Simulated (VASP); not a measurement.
Input of a VASP 6.6.1 run:

Contents of POSCAR:

```
Hf
1.0
   -1.8050000000      1.8050000000      1.8050000000
    1.8050000000     -1.8050000000      1.8050000000
    1.8050000000      1.8050000000     -1.8050000000
Hf
1
Direct
    0.0000000000      0.0000000000      0.0000000000
```

INCAR.step1

```
  PREC = Accurate
  ENCUT = 600
  ISMEAR = 0
  SIGMA = 0.1
  LREAL = F
  LASPH = T
  NELM = 100
  GGA = PE
  ALGO = Normal
  EDIFF = 1E-4
  LWAVE = T
  LCHARG = F
```

File INCAR.step2:

```
  PREC = Accurate
  ENCUT = 600
  EDIFF = 1E-6
  ISMEAR = 0
  SIGMA = 0.1
  LREAL = F
  LASPH = T
  NELM = 100
  ALGO = Normal
  ISIF = 3
  LWAVE = F
  LCHARG = F
  METAGGA = R2SCAN
  LMIXTAU = T
  IBRION = 2
  NSW = 100
  EDIFFG = -0.005
  ISTART = 1
```

File KPOINTS:

```
regular mesh
0
Gamma
  16 16 16
```

Potentials or basis: VASP PAW PBE potentials, release 64 (Hf_pv).

Run with:

```sh
$ cat potpaw_PBE.64/Hf_pv/POTCAR > POTCAR
$ cp INCAR.step1 INCAR
$ mpirun -np 1 vasp_std > vasp.out
$ cp INCAR.step2 INCAR
$ mpirun -np 1 vasp_std > vasp.out
```

Q: What does it give for the band gap on the k mesh?

A: Zero (bands 5 and 6 overlap by 2.53 eV).

Q: What does it give for the space group after relaxing (to 0.1 Å)?

A: Im-3m (No. 229).

Q: Estimate the relaxed volume.

A: 22.06 Å³/atom.

Q: Estimate the relaxed cell.

A: a = 3.060 Å, b = 3.060 Å, c = 3.060 Å, α = 109.47°, β = 109.47°, γ = 109.47°.

Step by step:
| step | energy change (eV) | largest force (eV/Å) | pressure (GPa) | volume (Å³) |
| --- | --- | --- | --- | --- |
| 1 | 0.0000 | 0.0000 | -5.94 | 23.52 |
| 2 | 0.0018 | 0.0000 | 7.32 | 20.68 |
| 3 | -0.0282 | 0.0000 | -0.09 | 22.07 |
| 4 | -0.0282 | 0.0000 | 0.05 | 22.05 |
| 5 | -0.0282 | 0.0000 | -0.02 | 22.06 |

Caveat: the PAW data sets were made with another functional, which shifts forces and pressure a little; spin-orbit coupling is left out, which moves the levels of the heavy elements.
